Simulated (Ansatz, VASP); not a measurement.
# Two plane-wave programs on Ti

Contents of INCAR:

```
ALGO     = Fast           # electronic algorithm
EDIFF    = 1E-6           # SCF threshold, eV
ENCUT    = 520            # plane-wave cutoff, eV
GGA      = CA             # functional
ISIF     = 2              # what is computed and relaxed
ISMEAR   = 0              # smearing method
LASPH    = True           # aspherical terms in the spheres
LCHARG   = False          # write CHGCAR
LREAL    = False          # projectors in reciprocal space
LWAVE    = False          # write WAVECAR
NBANDS   = 12             # bands
NELM     = 100            # most SCF steps
PREC     = Accurate       # precision mode
SIGMA    = 0.15           # smearing width, eV
```

The input KPOINTS:

```
k-points
0
Gamma
  20 20 20
```

POSCAR

```
Ti
1.0
    0.0000000000      2.0705527208      2.0005340298
    2.0355433753      0.0000000000      2.0005340298
    2.0355433753      2.0705527208      0.0000000000
Ti
1
Direct
    0.0000000000      0.0000000000      0.0000000000
```

Input for Ansatz:

```yaml
crystal:
  lattice:
    - [0.0, 2.0705527208, 2.0005340298]
    - [2.0355433753, 0.0, 2.0005340298]
    - [2.0355433753, 2.0705527208, 0.0]
  atoms:
    - { symbol: Ti, position: [0.0, 0.0, 0.0] }
basis:
  ecutwfc: 520.0
kpoints:
  mp_grid: { grid: [20, 20, 20] }
hamiltonian:
  xc: lda
  pseudopotentials: { kind: paw, azcp: { folder: soft_1 } }
scf:
  occupations: { method: gaussian, width: 0.15 }
output:
  forces: true
  stress: true
  eigenvalues: true
```

Change from the starting cell: normal strain along x +0.0175, normal strain along y +0.0350.

Alike in both runs: task single point; functional LDA; k mesh 20 × 20 × 20; occupations gaussian, width 0.15 eV; no spin polarisation.

|  | VASP | Ansatz |
| --- | --- | --- |
| version | VASP 6.6.1 | Ansatz 0.2.0 |
| potentials or method | VASP PAW LDA potentials, release 64 (Ti_sv), cutoff 520 eV | scalar-relativistic, plane waves, PAW |
| valence electrons in the cell | 12 | 12 |

Ansatz gave:

* gap on the k mesh at the Fermi level (eV): none
* pressure (GPa): -5.7
* traceless stress, the component that is largest in VASP (GPa): 0.56

Problem. Which values does VASP return?

Solution. gap on the k mesh at the Fermi level (eV): none; pressure (GPa): -6.3; traceless stress, the component that is largest in VASP (GPa): 0.56.

Ansatz warns that its potentials were made for another functional, while VASP's fit it. LDA's correlation is that of Perdew and Zunger in VASP and of Perdew and Wang (1992) in Ansatz. A gap of «none» marks a metal or a gap that the smearing closes.
